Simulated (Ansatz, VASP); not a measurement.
## One calculation of Al2Cu, two programs

File INCAR:

```
SYSTEM = Al2Cu
ALGO     = Fast           ! electronic algorithm
EDIFF    = 1E-6           ! SCF threshold, eV
ENCUT    = 520            ! plane-wave cutoff, eV
GGA      = PE             ! functional
ISIF     = 2              ! what is computed and relaxed
ISMEAR   = 0              ! smearing method
LASPH    = .True.         ! aspherical terms in the spheres
LCHARG   = .False.        ! write CHGCAR
LREAL    = .False.        ! projectors in reciprocal space
LWAVE    = .False.        ! write WAVECAR
NBANDS   = 26             ! bands
NELM     = 100            ! most SCF steps
PREC     = Accurate       ! precision mode
SIGMA    = 0.15           ! smearing width, eV
```

The input KPOINTS:

```
k-points
0
Gamma
  10 10 10
  0 0 0
```

Contents of POSCAR:

```
Al2Cu
1.0
   -3.1774500000      3.1774500000      2.3924500000
    3.1774500000     -3.1774500000      2.3924500000
    3.1774500000      3.1774500000     -2.3924500000
Al Cu
4 2
Direct
    0.1587211657      0.6587211657      0.8174423314
    0.6587211657      0.8412788343      0.5000000000
    0.8412788343      0.3412788343      0.1825576686
    0.3412788343      0.1587211657      0.5000000000
    0.7500000000      0.7500000000      0.0000000000
    0.2500000000      0.2500000000      0.0000000000
```

Input for Ansatz:

```yaml
crystal:
  lattice:
    - [-3.17745, 3.17745, 2.39245]
    - [3.17745, -3.17745, 2.39245]
    - [3.17745, 3.17745, -2.39245]
  atoms:
    - { symbol: Al, position: [0.1587211657, 0.6587211657, 0.8174423314] }
    - { symbol: Al, position: [0.6587211657, 0.8412788343, 0.5] }
    - { symbol: Al, position: [0.8412788343, 0.3412788343, 0.1825576686] }
    - { symbol: Al, position: [0.3412788343, 0.1587211657, 0.5] }
    - { symbol: Cu, position: [0.75, 0.75, 0.0] }
    - { symbol: Cu, position: [0.25, 0.25, 0.0] }
basis:
  ecutwfc: 520.0
kpoints:
  mp_grid: { grid: [10, 10, 10] }
hamiltonian:
  xc: pbe
  pseudopotentials: { kind: paw, azcp: { folder: soft_1 } }
scf:
  occupations: { method: gaussian, width: 0.15 }
output:
  forces: true
  stress: true
  eigenvalues: true
```

Alike in both runs: task single point; functional PBE; k mesh 10 × 10 × 10; occupations gaussian, width 0.15 eV; no spin polarisation.

|  | VASP | Ansatz |
| --- | --- | --- |
| version | VASP 6.6.1 | Ansatz 0.2.0 |
| potentials or method | VASP PAW PBE potentials, release 64 (Al, Cu), cutoff 520 eV | scalar-relativistic, plane waves, PAW |
| valence electrons in the cell | 34 | 50 |

|  | VASP | Ansatz | Ansatz less VASP |
| --- | --- | --- | --- |
| gap on the k mesh at the Fermi level (eV) | none | none | - |
| pressure (GPa) | -6.1 | -6.1 | -0.09 |
| traceless stress, the component that is largest in VASP (GPa) | 5.55 | 5.55 | +0.006 |
| rms of the force components (eV/Å) | 0.050 | 0.048 | -0.0021 |

Atom by atom the forces differ by 0.002 eV/Å (rms over components). A gap of «none» marks a metal or a gap that the smearing closes. With one functional, cell and mesh, what is left measures potentials, basis and numerics. VASP's potentials hold 34 valence electrons a cell and Ansatz's 50, so a difference there can come from the potentials and not from the codes.
